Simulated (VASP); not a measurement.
Crystal: CaBe2.

```xyz
3
Lattice="-1.5144 1.5144 5.1882 1.5144 -1.5144 5.1882 1.5144 1.5144 -5.1882" Properties=species:S:1:pos:R:3 pbc="T T T"
Ca    0.0000    0.0000    0.0000
Be    0.0000    0.0000    2.9691
Be    0.0000    0.0000    7.4072
```

Base run:

```yaml
Program: VASP 6.6.1
Functional: PBEsol
Potentials_or_basis: VASP PAW PBE potentials, release 64 (Ca_sv, Be)
Cutoff: 520 eV
k_mesh: 22 × 22 × 22
Occupations: gaussian, width 0.1 eV
Spin: no spin polarisation
```

Its results: band gap on the k mesh zero (bands 7 and 8 overlap by 1.44 eV); pressure -1.2 GPa.

**Question.** The run is repeated on the same cell with these changes: functional from PBEsol to PBE. What comes out?

**Answer.** Band gap on the k mesh zero (bands 7 and 8 overlap by 1.45 eV); pressure 0.1 GPa.

PBE binds less tightly than PBEsol, so the same cell stands under more pressure.

Caveats: the PAW data sets were made with another functional, which shifts forces and pressure a little (at least some runs).
